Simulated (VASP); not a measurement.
# SiC (Moissanite 6H) (P6_3mc) in VASP: further runs, part 3 of 3

VASP 6.6.1. The steps go on from the part before.

**4. Single point, PBE**

INCAR

```
SYSTEM = SiC
ALGO = Normal ; EDIFF = 1E-6
ENCUT = 600 ; GGA = PE
GGA_COMPAT = .FALSE. ; ISIF = 2
ISMEAR = 0 ; LASPH = .TRUE.
LCHARG = .FALSE. ; LREAL = .FALSE.
LWAVE = .FALSE. ; NBANDS = 36
NELM = 120 ; PREC = Accurate
SIGMA = 0.05
```

KPOINTS

```
k-points
0
G
  12 12 4
  0 0 0
```

POSCAR

```
SiC
1.0
    3.0938374166      0.0000000000      0.0000000000
   -1.5469187083      2.6793417980      0.0000000000
    0.0000000000      0.0000000000     15.1814031222
Si C
6 6
Direct
    0.0000000000      0.0000000000      0.1250372901
    0.0000000000      0.0000000000      0.6250372901
    0.3333333333      0.6666666667      0.2918105090
    0.6666666667      0.3333333333      0.7918105090
    0.3333333333      0.6666666667      0.9583040634
    0.6666666667      0.3333333333      0.4583040634
    0.0000000000      0.0000000000     -0.0003132401
    0.0000000000      0.0000000000      0.4996867599
    0.3333333333      0.6666666667      0.1668398105
    0.6666666667      0.3333333333      0.6668398105
    0.3333333333      0.6666666667      0.8333215671
    0.6666666667      0.3333333333      0.3333215671
```

Potentials or basis: VASP PAW PBE potentials, release 64 (Si, C).

Command:

```console
> cat potpaw_PBE.64/Si/POTCAR potpaw_PBE.64/C/POTCAR > POTCAR
> mpirun -np 1 vasp_std > vasp.out
```

OUTCAR:

```text
SYSTEM = SiC
   EDIFF = 1E-6
   ENCUT = 600
   GGA = PE
   ISIF = 2
   ISMEAR = 0
   LASPH = .TRUE.
   LREAL = .FALSE.
   NELM = 120
   PREC = Accurate

 ion  position               nearest neighbor table
   1  0.000  0.000  0.125-   9 1.90   9 1.90   9 1.90   7 1.90   5 3.10   5 3.10   5 3.10   3 3.10
                             3 3.10   3 3.10
   2  0.000  0.000  0.625-  10 1.90  10 1.90  10 1.90   8 1.90   6 3.10   6 3.10   6 3.10   4 3.10
                             4 3.10   4 3.10
   3  0.333  0.667  0.292-  12 1.89  12 1.89  12 1.89   9 1.90   6 3.10   6 3.10   6 3.10   1 3.10
                             1 3.10   1 3.10
   4  0.667  0.333  0.792-  11 1.89  11 1.89  11 1.89  10 1.90   5 3.10   5 3.10   5 3.10   2 3.10
                             2 3.10   2 3.10
   5  0.333  0.667  0.958-   7 1.89   7 1.89   7 1.89  11 1.90   4 3.10   4 3.10   4 3.10   1 3.10
                             1 3.10   1 3.10
   6  0.667  0.333  0.458-   8 1.89   8 1.89   8 1.89  12 1.90   3 3.10   3 3.10   3 3.10   2 3.10
                             2 3.10   2 3.10
   7  0.000  0.000  1.000-   5 1.89   5 1.89   5 1.89   1 1.90
   8  0.000  0.000  0.500-   6 1.89   6 1.89   6 1.89   2 1.90
   9  0.333  0.667  0.167-   1 1.90   1 1.90   1 1.90   3 1.90
  10  0.667  0.333  0.667-   2 1.90   2 1.90   2 1.90   4 1.90
  11  0.333  0.667  0.833-   4 1.89   4 1.89   4 1.89   5 1.90
  12  0.667  0.333  0.333-   3 1.89   3 1.89   3 1.89   6 1.90

  LATTYP: Found a hexagonal cell.
 ALAT       =     3.0938374166
 C/A-ratio  =     4.9069815501

  Lattice vectors:

 A1 = (   3.0938374166,   0.0000000000,   0.0000000000)
 A2 = (  -1.5469187083,   2.6793417980,   0.0000000000)
 A3 = (   0.0000000000,   0.0000000000,  15.1814031222)

Analysis of symmetry for initial positions (statically):
=====================================================================
 Subroutine PRICEL returns:
 Original cell was already a primitive cell.

 Routine SETGRP: Setting up the symmetry group for a
 hexagonal supercell.

 Subroutine GETGRP returns: Found 12 space group operations
 (whereof  6 operations were pure point group operations)
 out of a pool of 24 trial point group operations.

The static configuration has the point symmetry C_3v.
 The point group associated with its full space group is C_6v.

Analysis of symmetry for dynamics (positions and initial velocities):
=====================================================================
 Subroutine PRICEL returns:
 Original cell was already a primitive cell.

 Routine SETGRP: Setting up the symmetry group for a
 hexagonal supercell.

 Subroutine GETGRP returns: Found 12 space group operations
 (whereof  6 operations were pure point group operations)
 out of a pool of 24 trial point group operations.

The dynamic configuration has the point symmetry C_3v.
 The point group associated with its full space group is C_6v.

 Subroutine INISYM returns: Found 12 space group operations
 (whereof  6 operations are pure point group operations),
 and found     1 'primitive' translations

----------------------------------------------------------------------------------------

                                     Primitive cell

[... 93 lines left out ...]
   number of dos      NEDOS =    301   number of ions     NIONS =     12
   total plane-waves  NPLWV =  98784
   dimension x,y,z NGX =    28 NGY =   28 NGZ =  126
   dimension x,y,z NGXF=    56 NGYF=   56 NGZF=  252
   ions per type =               6   6
   NGX,Y,Z   is equivalent  to a cutoff of  15.05, 15.05, 13.80 a.u.
   NGXF,Y,Z  is equivalent  to a cutoff of  30.09, 30.09, 27.60 a.u.
 SYSTEM =  SiC
   PREC   = accura    normal or accurate (medium, high low for compatibility)
   ISTART =      0    job   : 0-new  1-cont  2-samecut
   ICHARG =      2    charge: 1-file 2-atom 10-const
   ISPIN  =      1    spin polarized calculation?
   LNONCOLLINEAR =      F non collinear calculations
   LSORBIT =      F    spin-orbit coupling
   LASPH  =      T    aspherical Exc in radial PAW
   ENCUT  =  600.0 eV  44.10 Ry    6.64 a.u.   6.18  6.18 30.32*2*pi/ulx,y,z
   NELM   =    120;   NELMIN=  2; NELMDL= -5     # of ELM steps
   EDIFF  = 0.1E-05   stopping-criterion for ELM
   LREAL  =      F    real-space projection
   EDIFFG = 0.1E-04   stopping-criterion for IOM
   NSW    =      0    number of steps for IOM
   IBRION =     -1    ionic relax: 0-MD 1-quasi-New 2-CG
   NFREE  =      0    steps in history (QN), initial steepest desc. (CG)
   ISIF   =      2    stress and relaxation
   ISYM   =      2    0-nonsym 1-usesym 2-fastsym
   POTIM  = 0.5000    time-step for ionic-motion
   TEBEG  =    0.0;   TEEND  =   0.0 temperature during run
   PSTRESS=    0.0 pullay stress
   NELECT =      48.0000    total number of electrons
   NUPDOWN=      -1.0000    fix difference up-down
   EMIN   =  10.00;   EMAX   =-10.00  energy-range for DOS
   EFERMI =   0.00;   METHOD = LEGACY
   ISMEAR =     0;   SIGMA  =   0.05  broadening in eV -4-tet -1-fermi 0-gaus
   EFERMI_NEDOS =   21; number of points for ismear=-14 and -15
   IALGO  =     38    algorithm
   IMIX   =      4    mixing-type and parameters
     AMIX     =   0.40;   BMIX     =  1.00
     AMIX_MAG =   1.60;   BMIX_MAG =  1.00
  volume/ion in A,a.u.               =      10.49        70.77
  Fermi-wavevector in a.u.,A,eV,Ry     =   1.187252  2.243580 19.178312  1.409566
  Thomas-Fermi vector in A             =   2.323407
   LORBIT       =      0    0 simple, 1 ext, 2 COOP (PROOUT), +10 PAW based schemes
   GGA     = PE    functional components
   LHFCALC =     F    Hartree Fock is set to
   AEXX    =    0.0000 exact exchange contribution
   IVDW    =     0    specifies the selected vdW correction
   LEPSILON=     F    determine dielectric tensor
   LRPA    =     F    only Hartree local field effects (RPA)
 non-spin polarized calculation
 Gauss-broadening in eV      SIGMA  =   0.05
  energy-cutoff  :      600.00
  volume of cell :      125.85
 maximum number of plane-waves:      4225
 NGX is ok and might be reduce to    28
   NGX = 13   NGY = 13   NGZ = 61

 number of electron      47.9999999 magnetization

 Free energy of the ion-electron system (eV)
  ---------------------------------------------------
  ext. energy  EPLUGINS =         0.00000000
  ---------------------------------------------------
  free energy    TOTEN  =       -90.38184812 eV

  energy without entropy =      -90.38184812  energy(sigma->0) =      -90.38184812

 E-fermi :   8.2435     XC(G=0): -11.2953

 val. band max:        8.0005639874   @ k =   0.0000   0.0000   0.0000
 cond. band min:      10.0236271320   @ k =   0.5000  -0.0000   0.2500
 fundamental gap:      2.0230631447
 Fermi energy:         8.2435077966

 k-point     1 :       0.0000    0.0000    0.0000
  band No.  band energies     occupation
      1      -7.3493      2.00000
      2      -6.8335      2.00000
      3      -6.7982      2.00000
      4      -5.3220      2.00000
      5      -5.2935      2.00000
      6      -3.8335      2.00000
[... 925 lines left out ...]
     35      15.5460      0.00000
     36      15.9645      0.00000

 [... further k-points ...]

------------------------ aborting loop because EDIFF is reached ----------------------------------------

  FORCE on cell =-STRESS in cart. coord.  units (eV):
  Direction    XX          YY          ZZ          XY          YZ          ZX
  --------------------------------------------------------------------------------------
  -------------------------------------------------------------------------------------
  Total        0.0377270      0.0377270      0.0365007      0.0000000     -0.0000000      0.0000000
  in kB        0.4803145      0.4803145      0.4647016      0.0000000     -0.0000000      0.0000000
  external PRESSURE =       0.4751102 kB  Pullay stress =       0.0000000 kB

 VOLUME and BASIS-vectors are now :
 -----------------------------------------------------------------------------
  energy-cutoff  :      600.00
  volume of cell :      125.85
      direct lattice vectors                 reciprocal lattice vectors
     3.093837417  0.000000000  0.000000000     0.323223190  0.186612996  0.000000000
    -1.546918708  2.679341798  0.000000000     0.000000000  0.373225992  0.000000000
     0.000000000  0.000000000 15.181403122     0.000000000  0.000000000  0.065870064

 POSITION                                       TOTAL-FORCE (eV/Angst)
 -----------------------------------------------------------------------------------
      0.00000      0.00000      1.89824         0.000000     -0.000000      0.002024
      0.00000      0.00000      9.48894        -0.000000     -0.000000      0.002024
     -0.00000      1.78623      4.43009         0.000000      0.000000      0.004433
      1.54692      0.89311     12.02079        -0.000000      0.000000      0.004433
     -0.00000      1.78623     14.54840         0.000000     -0.000000      0.000962
      1.54692      0.89311      6.95770         0.000000      0.000000      0.000962
      0.00000      0.00000     15.17665         0.000000     -0.000000      0.000613
      0.00000      0.00000      7.58595        -0.000000     -0.000000      0.000613
     -0.00000      1.78623      2.53286        -0.000000     -0.000000     -0.004482
      1.54692      0.89311     10.12356         0.000000      0.000000     -0.004482
     -0.00000      1.78623     12.65099        -0.000000     -0.000000     -0.003551
      1.54692      0.89311      5.06029         0.000000      0.000000     -0.003551
 -----------------------------------------------------------------------------------
    total drift:                                0.000000      0.000000      0.000160

  FREE ENERGIE OF THE ION-ELECTRON SYSTEM (eV)
  ---------------------------------------------------
  free  energy   TOTEN  =       -90.3818481205 eV

  energy  without entropy=      -90.3818481205  energy(sigma->0) =      -90.38184812
```

Run time: 9.5 min. Hardware: 1 thread of Intel Xeon 8259CL, shared host; peak memory 0.43 GiB.

Results:

```yaml
Free_energy: -90.3818 eV
Pressure: 0.0 GPa
Largest_force: 0.004 eV/Å
Band_gap_on_the_k_mesh: 2.02 eV, indirect (least direct gap 3.12 eV)
```

Forces in eV/Å, atoms in the order of the input:
```
Si   0.000  0.000  0.002
Si   0.000  0.000  0.002
Si   0.000  0.000  0.004
Si   0.000  0.000  0.004
Si   0.000  0.000  0.001
Si   0.000  0.000  0.001
C    0.000  0.000  0.001
C    0.000  0.000  0.001
C    0.000  0.000 -0.004
C    0.000  0.000 -0.004
C    0.000  0.000 -0.004
C    0.000  0.000 -0.004
```

A k mesh can miss the band edges. A hybrid or GW would open this gap; PBE tends to underestimate it.
